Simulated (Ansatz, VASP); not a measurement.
**Li2SiN3 in VASP and in Ansatz**

```
Li Si N
1.0
     2.90834   -4.36023    0.00544
     2.90834    4.36023    0.00544
    -2.40704    0.00000    4.96379
Li Si N
4 2 6
Direct
  0.81561 0.20108 0.51413
  0.20108 0.81561 0.01413
  0.48482 0.44650 0.93195
  0.44650 0.48482 0.43195
  0.89320 0.08740 0.99180
  0.08740 0.89320 0.49180
  0.44266 0.89664 0.59463
  0.89664 0.44266 0.09463
  0.07955 0.08296 0.78232
  0.08296 0.07955 0.28232
  0.51073 0.80885 0.81017
  0.80885 0.51073 0.31017
```

Alike in both runs: functional PBE; k mesh 8 × 8 × 6; occupations gaussian, width 0.1 eV; no spin polarisation.

Ansatz relaxed the structure, and its values are those at the end. VASP's run is a single point on that final structure, the one shown.

```csv
,VASP,Ansatz
version,VASP 6.6.1,Ansatz 0.2.0
potentials or method,"VASP PAW PBE potentials, release 64 (Li_sv, Si, N), cutoff 520 eV","scalar-relativistic, plane waves, PAW"
valence electrons in the cell,50,50
```

VASP gave:

```
gap on the k mesh at the Fermi level (eV) : none
rms of the force components (eV/Å)        : 0.034
```

Problem. Which values does Ansatz return?

Solution. gap on the k mesh at the Fermi level (eV): none; rms of the force components (eV/Å): 0.003.

A gap of «none» marks a metal or a gap that the smearing closes. With one functional, cell and mesh, what is left measures potentials, basis and numerics.

Noted on VASP's run: the cutoff is under 1.25 times that of the potentials, so the pressure is a little rough.
